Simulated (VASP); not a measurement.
# ZnS (Cc) in VASP: single point with r2SCAN

Aim: the single point of ZnS with r2SCAN.

All numbers are computed with VASP 6.6.1; they aren't measurements. Logs are shortened: lines on timing, memory, paths and dates and some standing lists are left out, and cuts for length are marked.

## 1. The cell of the first run

Symmetry: Cc, No. 9, monoclinic system. The conventional cell has a = 3.811 Å, b = 6.601 Å, c = 6.234 Å, α = 90.00°, β = 90.00°, γ = 90.00°. Within 3.0 Å of Zn (site symmetry 1) lie 4 S at 2.26 to 2.40 Å. Within 3.0 Å of S (site symmetry 1) lie 4 Zn at 2.26 to 2.40 Å.

## 2. Single point, r2SCAN (all Zn atoms moved +0.062 Å, as atom 1 along Cartesian [1 0 0])

Input file POSCAR:

```
ZnS
1.0
    3.8109987816      0.0000000000      0.0000000000
   -1.9054993908      3.3004217586      0.0000000000
    0.0000000000      0.0000000000      6.2340000000
Zn S
2 2
Direct
    0.3497332336      0.6666666667      0.0000000000
    0.6830665670      0.3333333333      0.5000000000
    0.3333333333      0.6666666667      0.3850000000
    0.6666666667      0.3333333333      0.8850000000
```

Input file INCAR.step1:

```
SYSTEM = ZnS
  ALGO = Normal
  EDIFF = 1E-4
  ENCUT = 520
  GGA = PE
  ISMEAR = 0
  LASPH = .TRUE.
  LCHARG = .FALSE.
  LREAL = .FALSE.
  LWAVE = .TRUE.
  NBANDS = 26
  NELM = 60
  PREC = Accurate
  SIGMA = 0.05
```

Input file INCAR.step2:

```
SYSTEM = ZnS
  ALGO = Normal
  EDIFF = 1E-7
  ENCUT = 520
  ISIF = 2
  ISMEAR = 0
  ISTART = 1
  LASPH = .TRUE.
  LCHARG = .TRUE.
  LELF = .TRUE.
  LMIXTAU = .TRUE.
  LREAL = .FALSE.
  LVHAR = .TRUE.
  LWAVE = .FALSE.
  METAGGA = R2SCAN
  NBANDS = 26
  NELM = 60
  PREC = Accurate
  SIGMA = 0.05
```

Input file KPOINTS:

```
k-points
0
G
  6 6 4
  0 0 0
```

Potentials or basis: VASP PAW PBE potentials, release 64 (Zn, S).

Run with:

```
> cat potpaw_PBE.64/Zn/POTCAR potpaw_PBE.64/S/POTCAR > POTCAR
> cp INCAR.step1 INCAR
> mpirun -np 1 vasp_std > vasp.out
> cp INCAR.step2 INCAR
> mpirun -np 1 vasp_std > vasp.out
```

OUTCAR:

```text
SYSTEM = ZnS
   EDIFF = 1E-7
   ENCUT = 520
   ISIF = 2
   ISMEAR = 0
   ISTART = 1
   LASPH = .TRUE.
   LREAL = .FALSE.
   METAGGA = R2SCAN
   NELM = 60
   PREC = Accurate

 ion  position               nearest neighbor table
   1  0.350  0.667  0.000-   4 2.26   4 2.31   4 2.37   3 2.40
   2  0.683  0.333  0.500-   3 2.26   3 2.31   3 2.37   4 2.40
   3  0.333  0.667  0.385-   2 2.26   2 2.31   2 2.37   1 2.40
   4  0.667  0.333  0.885-   1 2.26   1 2.31   1 2.37   2 2.40

  LATTYP: Found a hexagonal cell.
 ALAT       =     3.8109987816
 C/A-ratio  =     1.6357916539

  Lattice vectors:

 A1 = (   3.8109987816,   0.0000000000,   0.0000000000)
 A2 = (  -1.9054993908,   3.3004217586,   0.0000000000)
 A3 = (   0.0000000000,   0.0000000000,   6.2340000000)

Analysis of symmetry for initial positions (statically):
=====================================================================
 Subroutine PRICEL returns:
 Original cell was already a primitive cell.

 Routine SETGRP: Setting up the symmetry group for a
 hexagonal supercell.

 Subroutine GETGRP returns: Found  2 space group operations
 (whereof  1 operations were pure point group operations)
 out of a pool of 24 trial point group operations.

The static configuration has the point symmetry C_1 .
 The point group associated with its full space group is C_1h.

Analysis of symmetry for dynamics (positions and initial velocities):
=====================================================================
 Subroutine PRICEL returns:
 Original cell was already a primitive cell.

 Routine SETGRP: Setting up the symmetry group for a
 hexagonal supercell.

 Subroutine GETGRP returns: Found  2 space group operations
 (whereof  1 operations were pure point group operations)
 out of a pool of 24 trial point group operations.

The dynamic configuration has the point symmetry C_1 .
 The point group associated with its full space group is C_1h.

 Subroutine INISYM returns: Found  2 space group operations
 (whereof  1 operations are pure point group operations),
 and found     1 'primitive' translations

----------------------------------------------------------------------------------------

                                     Primitive cell

  volume of cell :      78.4106

  direct lattice vectors                    reciprocal lattice vectors
     3.810998782  0.000000000  0.000000000     0.262398405  0.151495789  0.000000000
    -1.905499391  3.300421759  0.000000000     0.000000000  0.302991579  0.000000000
     0.000000000  0.000000000  6.234000000     0.000000000  0.000000000  0.160410651

  length of vectors
     3.810998782  3.810998782  6.234000000     0.302991579  0.302991579  0.160410651

  position of ions in fractional coordinates (direct lattice)
     0.349733234  0.666666667  0.000000000
     0.683066567  0.333333333  0.500000000
     0.333333333  0.666666667  0.385000000
     0.666666667  0.333333333  0.885000000

  ion indices of the primitive-cell ions
   primitive index   ion index
                 1           1
                 2           2
                 3           3
                 4           4

----------------------------------------------------------------------------------------

 KPOINTS: k-points

Automatic generation of k-mesh.
 Grid dimensions read from file:
 generate k-points for:    6    6    4

 Generating k-lattice:

  Cartesian coordinates                     Fractional coordinates (reciprocal lattice)
     0.043733067  0.025249298  0.000000000     0.166666667  0.000000000  0.000000000
     0.000000000  0.050498596  0.000000000     0.000000000  0.166666667  0.000000000
     0.000000000  0.000000000  0.040102663     0.000000000  0.000000000  0.250000000

  Length of vectors
     0.050498596  0.050498596  0.040102663

  Shift w.r.t. Gamma in fractional coordinates (k-lattice)
     0.000000000  0.000000000  0.000000000

 Subroutine IBZKPT returns following result:
 ===========================================

 Found     47 irreducible k-points:

 Following reciprocal coordinates:
            Coordinates               Weight
  0.000000  0.000000  0.000000      1.000000
  0.166667  0.000000  0.000000      4.000000
  0.000000  0.166667  0.000000      2.000000
  0.333333  0.000000  0.000000      4.000000
  0.000000  0.333333  0.000000      2.000000
  0.500000  0.000000  0.000000      2.000000
[... 16 lines left out ...]
  0.166667  0.166667  0.250000      4.000000
 -0.166667  0.333333  0.250000      4.000000
 [... further k-points ...]
   k-points           NKPTS =     47   k-points in BZ     NKDIM =     47   number of bands    NBANDS=     26
   number of dos      NEDOS =    301   number of ions     NIONS =      4
   total plane-waves  NPLWV =  37632
   dimension x,y,z NGX =    28 NGY =   28 NGZ =   48
   dimension x,y,z NGXF=    56 NGYF=   56 NGZF=   96
   ions per type =               2   2
   NGX,Y,Z   is equivalent  to a cutoff of  12.21, 12.21, 12.80 a.u.
   NGXF,Y,Z  is equivalent  to a cutoff of  24.43, 24.43, 25.60 a.u.
 SYSTEM =  ZnS
   PREC   = accura    normal or accurate (medium, high low for compatibility)
   ISTART =      1    job   : 0-new  1-cont  2-samecut
   ICHARG =      0    charge: 1-file 2-atom 10-const
   ISPIN  =      1    spin polarized calculation?
   LNONCOLLINEAR =      F non collinear calculations
   LSORBIT =      F    spin-orbit coupling
   LASPH  =      T    aspherical Exc in radial PAW
   ENCUT  =  520.0 eV  38.22 Ry    6.18 a.u.   7.09  7.09 11.59*2*pi/ulx,y,z
   NELM   =     60;   NELMIN=  2; NELMDL=  0     # of ELM steps
   EDIFF  = 0.1E-06   stopping-criterion for ELM
   LREAL  =      F    real-space projection
   EDIFFG = 0.1E-05   stopping-criterion for IOM
   NSW    =      0    number of steps for IOM
   IBRION =     -1    ionic relax: 0-MD 1-quasi-New 2-CG
   NFREE  =      0    steps in history (QN), initial steepest desc. (CG)
   ISIF   =      2    stress and relaxation
   ISYM   =      2    0-nonsym 1-usesym 2-fastsym
   POTIM  = 0.5000    time-step for ionic-motion
   TEBEG  =    0.0;   TEEND  =   0.0 temperature during run
   PSTRESS=    0.0 pullay stress
   NELECT =      36.0000    total number of electrons
   NUPDOWN=      -1.0000    fix difference up-down
   EMIN   =  10.00;   EMAX   =-10.00  energy-range for DOS
   EFERMI =   0.00;   METHOD = LEGACY
   ISMEAR =     0;   SIGMA  =   0.05  broadening in eV -4-tet -1-fermi 0-gaus
   EFERMI_NEDOS =   21; number of points for ismear=-14 and -15
   IALGO  =     38    algorithm
   IMIX   =      4    mixing-type and parameters
     AMIX     =   0.40;   BMIX     =  1.00
     AMIX_MAG =   1.60;   BMIX_MAG =  1.00
  volume/ion in A,a.u.               =      19.60       132.29
  Fermi-wavevector in a.u.,A,eV,Ry     =   1.262944  2.386617 21.701656  1.595027
  Thomas-Fermi vector in A             =   2.396326
   LORBIT       =      0    0 simple, 1 ext, 2 COOP (PROOUT), +10 PAW based schemes
   METAGGA = R2SCAN    functional components
   LHFCALC =     F    Hartree Fock is set to
   AEXX    =    0.0000 exact exchange contribution
   IVDW    =     0    specifies the selected vdW correction
   LEPSILON=     F    determine dielectric tensor
   LRPA    =     F    only Hartree local field effects (RPA)
 non-spin polarized calculation
 Gauss-broadening in eV      SIGMA  =   0.05
  energy-cutoff  :      520.00
  volume of cell :       78.41
 maximum number of plane-waves:      2133
   NGX = 15   NGY = 15   NGZ = 23

 number of electron      35.9999978 magnetization

 Free energy of the ion-electron system (eV)
  ---------------------------------------------------
  ext. energy  EPLUGINS =         0.00000000
  ---------------------------------------------------
  free energy    TOTEN  =       -37.67269771 eV

  energy without entropy =      -37.67269771  energy(sigma->0) =      -37.67269771

 E-fermi :   2.1115     XC(G=0): -10.3063

 val. band max:        1.9089562681   @ k =   0.0000   0.0000   0.0000
 cond. band min:       4.7152037129   @ k =   0.0000   0.0000   0.0000
 fundamental gap:      2.8062474449
 Fermi energy:         2.1115093128

 k-point     1 :       0.0000    0.0000    0.0000
  band No.  band energies     occupation
      1     -11.8451      2.00000
      2     -10.9046      2.00000
      3      -4.6676      2.00000
      4      -4.6604      2.00000
      5      -4.5783      2.00000
      6      -4.5733      2.00000
[... 18 lines left out ...]
     25      10.0695      0.00000
     26      11.7941      0.00000

 k-point     2 :       0.1667    0.0000    0.0000
  band No.  band energies     occupation
      1     -11.6560      2.00000
      2     -10.7989      2.00000
      3      -4.6694      2.00000
      4      -4.6191      2.00000
      5      -4.5646      2.00000
      6      -4.5203      2.00000
[... 18 lines left out ...]
     25      10.6260      0.00000
     26      10.9285      0.00000

 k-point     3 :       0.0000    0.1667    0.0000
  band No.  band energies     occupation
      1     -11.6559      2.00000
      2     -10.7986      2.00000
      3      -4.6702      2.00000
      4      -4.6212      2.00000
      5      -4.5538      2.00000
      6      -4.5247      2.00000
[... 18 lines left out ...]
     25      10.6185      0.00000
     26      10.9411      0.00000

 k-point     4 :       0.3333    0.0000    0.0000
  band No.  band energies     occupation
      1     -11.2030      2.00000
      2     -10.6079      2.00000
      3      -4.6346      2.00000
      4      -4.5392      2.00000
      5      -4.5122      2.00000
      6      -4.3896      2.00000
[... 18 lines left out ...]
     25      11.1333      0.00000
     26      12.2614      0.00000
[... 496 lines left out ...]
      1     -10.8391      2.00000
      2     -10.6058      2.00000
      3      -4.6162      2.00000
      4      -4.4816      2.00000
      5      -4.4764      2.00000
      6      -4.3615      2.00000
[... 18 lines left out ...]
     25      12.3906      0.00000
     26      13.3898      0.00000

 k-point    23 :       0.1667    0.1667    0.2500
  band No.  band energies     occupation
      1     -11.2395      2.00000
      2     -10.7534      2.00000
      3      -4.6256      2.00000
      4      -4.5543      2.00000
      5      -4.5305      2.00000
      6      -4.4963      2.00000
[... 18 lines left out ...]
     25      10.7710      0.00000
     26      11.6650      0.00000

 k-point    24 :      -0.1667    0.3333    0.2500
  band No.  band energies     occupation
      1     -11.2358      2.00000
      2     -10.7580      2.00000
      3      -4.6337      2.00000
      4      -4.5738      2.00000
      5      -4.5149      2.00000
      6      -4.4685      2.00000
[... 18 lines left out ...]
     25      10.7214      0.00000
     26      11.6409      0.00000

 [... further k-points ...]
[... 5 lines left out ...]
  --------------------------------------------------------------------------------------
  -------------------------------------------------------------------------------------
  Total        0.5657110      0.4649725     -0.5283478      0.0000000      0.0000000     -0.4633618
  in kB       11.5592636      9.5008573    -10.7958145      0.0000000      0.0000000     -9.4679461
  external PRESSURE =       3.4214355 kB  Pullay stress =       0.0000000 kB

 VOLUME and BASIS-vectors are now :
 -----------------------------------------------------------------------------
  energy-cutoff  :      520.00
  volume of cell :       78.41
      direct lattice vectors                 reciprocal lattice vectors
     3.810998782  0.000000000  0.000000000     0.262398405  0.151495789  0.000000000
    -1.905499391  3.300421759  0.000000000     0.000000000  0.302991579  0.000000000
     0.000000000  0.000000000  6.234000000     0.000000000  0.000000000  0.160410651

 POSITION                                       TOTAL-FORCE (eV/Angst)
 -----------------------------------------------------------------------------------
      0.06250      2.20028      0.00000        -0.424516      0.040712      0.344890
      1.96800      1.10014      3.11700        -0.424516     -0.040712      0.344890
     -0.00000      2.20028      2.40009         0.424516      0.044906     -0.344890
      1.90550      1.10014      5.51709         0.424516     -0.044906     -0.344890
 -----------------------------------------------------------------------------------
    total drift:                                0.027823     -0.000094      0.002576

  FREE ENERGIE OF THE ION-ELECTRON SYSTEM (eV)
  ---------------------------------------------------
  free  energy   TOTEN  =       -37.6726977109 eV

  energy  without entropy=      -37.6726977109  energy(sigma->0) =      -37.67269771
```

It took 6.5 min on 1 thread of Intel Xeon Platinum 8375C at 2.90GHz (Ice Lake), shared host; peak memory 0.24 GiB.

What came out:

- Free energy: -37.6727 eV
- Pressure: 0.3 GPa
- Largest force: 0.549 eV/Å
- Band gap on the k mesh: 2.81 eV, direct

Forces on the atoms (eV/Å):
```
Zn  -0.425  0.041  0.345
Zn  -0.425 -0.041  0.345
S    0.425  0.045 -0.345
S    0.425 -0.045 -0.345
```

Caveat: the cell differs from its parent crystal (all Zn atoms moved +0.062 Å, as atom 1 along Cartesian [1 0 0]); the PAW data sets were made with another functional, which shifts forces and pressure a little.
